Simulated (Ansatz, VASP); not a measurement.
## Two plane-wave programs on PbSe

```
Pb Se
1.0
     3.65221    0.00000    0.00000
     0.00000    3.65221    0.00000
     0.00000    0.00000    3.65221
Pb Se
1 1
Direct
  0.00000 0.00000 0.00000
  0.50000 0.50000 0.50000
```

Alike in both runs: task single point; functional r2SCAN; k mesh 12 × 12 × 12; occupations gaussian, width 0.1 eV; no spin polarisation.

|  | VASP | Ansatz |
| --- | --- | --- |
| version | VASP 6.6.1 | Ansatz 0.2.0 |
| potentials or method | VASP PAW PBE potentials, release 64 (Pb_d, Se), cutoff 520 eV | scalar-relativistic, plane waves, PAW |
| valence electrons in the cell | 20 | 30 |

```csv
,VASP,Ansatz,Ansatz less VASP
gap on the k mesh at the Fermi level (eV),none,none,-
pressure (GPa),6.0,5.9,-0.05
```

VASP's potentials were made for PBE, not for r2SCAN. A gap of «none» marks a metal or a gap that the smearing closes. VASP's potentials hold 20 valence electrons a cell and Ansatz's 30, so a difference there can come from the potentials and not from the codes.

Neither program's run includes spin-orbit coupling.
